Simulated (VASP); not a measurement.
Input of a VASP 6.6.1 run:

File POSCAR:

```
BeTe
1.0
    1.7870000000     -4.7974500000      0.0000000000
    1.7870000000      4.7974500000      0.0000000000
    0.0000000000      0.0000000000      3.5691500000
Be Te
1 1
Direct
    0.5000000000      0.5000000000      0.5000000000
    0.0000000000      0.0000000000      0.0000000000
```

Contents of INCAR.step1:

```
PREC     = Accurate       # precision mode
ENCUT    = 520            # plane-wave cutoff, eV
EDIFF    = 1E-5           # SCF threshold, eV
ISMEAR   = -1             # smearing method
SIGMA    = 0.05           # smearing width, eV
LREAL    = F              # projectors in reciprocal space
LASPH    = T              # aspherical terms in the spheres
NELM     = 100            # most SCF steps
ALGO     = Normal         # electronic algorithm
ISIF     = 2              # what is computed and relaxed
LWAVE    = T              # write WAVECAR
LCHARG   = F              # write CHGCAR
NBANDS   = 11             # bands
GGA      = PE             # functional
```

File INCAR.step2:

```
PREC     = Accurate       # precision mode
ENCUT    = 520            # plane-wave cutoff, eV
EDIFF    = 1E-6           # SCF threshold, eV
ISMEAR   = -1             # smearing method
SIGMA    = 0.05           # smearing width, eV
LREAL    = F              # projectors in reciprocal space
LASPH    = T              # aspherical terms in the spheres
NELM     = 100            # most SCF steps
ALGO     = Normal         # electronic algorithm
ISIF     = 2              # what is computed and relaxed
LWAVE    = F              # write WAVECAR
LCHARG   = F              # write CHGCAR
GGA      = PE             # functional
LHFCALC  = T              # exact exchange
AEXX     = 0.25           # exact-exchange fraction
HFSCREEN = 0.2            # screening, 1/A
PRECFOCK = Normal       
NBANDS   = 11             # bands
ISTART   = 1
```

The input KPOINTS:

```
regular mesh
0
Gamma
  4 4 4
```

Potentials or basis: VASP PAW PBE potentials, release 64 (Be, Te).

The run is started by

```console
$ cat potpaw_PBE.64/Be/POTCAR potpaw_PBE.64/Te/POTCAR > POTCAR
$ cp INCAR.step1 INCAR
$ mpirun -np 1 vasp_std > vasp.out
$ cp INCAR.step2 INCAR
$ mpirun -np 1 vasp_std > vasp.out
```

Problem. Estimate the band gap on the k mesh.

Solution. Zero (bands 4 and 5 overlap by 1.41 eV).

Problem. What does it give for the pressure?

Solution. -0.8 GPa.

Stress tensor (GPa, compression positive):
```
-0.84  0.00  0.00
 0.00 -0.16  0.00
 0.00  0.00 -1.40
```

Caveat: the k points lie up to 0.47 Å⁻¹ apart, too coarse for converged energies and pressures of a metal; the PAW data sets were made with another functional, which shifts forces and pressure a little; spin-orbit coupling is left out, which moves the levels of the heavy elements.
